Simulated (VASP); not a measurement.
Wanted: the native input for a VASP 6.6.1 run.

```
Task                   : single point
Functional             : PBE
Potentials or basis    : VASP PAW PBE potentials, release 64 (Zr_sv, B)
Cutoff                 : 520 eV
k mesh                 : 4 × 4 × 4
Occupations            : gaussian, width 0.1 eV
Spin                   : no spin polarisation
Dipole correction      : no
Further INCAR settings : ALGO = Normal; EDIFF = 1e-06; NBANDS = 34
```

The structure of Zr4B lies in POSCAR:

```
Zr4B
1.0
    4.1945384200      0.0000000000      0.0000000000
    0.0000000000      4.1945384200      0.0000000000
    0.0000000000      0.0000000000      4.1945384200
Zr B
4 1
Direct
    0.5000000000      0.0000000000      0.0000000000
    0.0000000000      0.5000000000      0.0000000000
    0.0000000000      0.0000000000      0.5000000000
    0.5000000000      0.5000000000      0.5000000000
    0.0000000000      0.0000000000      0.0000000000
```

The input as run:

INCAR

```
SYSTEM = Zr4B
ALGO = Normal ; EDIFF = 1E-6
ENCUT = 520 ; GGA = PE
ISIF = 2 ; ISMEAR = 0
LASPH = .True. ; LCHARG = .False.
LREAL = .False. ; LWAVE = .False.
NBANDS = 34 ; NELM = 100
PREC = Accurate ; SIGMA = 0.1
```

KPOINTS

```
k-points
0
Gamma
  4 4 4
  0 0 0
```

Potentials or basis: VASP PAW PBE potentials, release 64 (Zr_sv, B).

Command:

```sh
$ cat potpaw_PBE.64/Zr_sv/POTCAR potpaw_PBE.64/B/POTCAR > POTCAR
$ mpirun -np 1 vasp_std > vasp.out
```

Results of the run:

```
Pressure : 66.4 GPa
```

Caveat: the k points lie up to 0.37 Å⁻¹ apart.

Wall time 10 s on 1 thread of Intel(R) Xeon(R) 6975P-C (Granite Rapids) (shared host), peak memory 0.17 GiB.
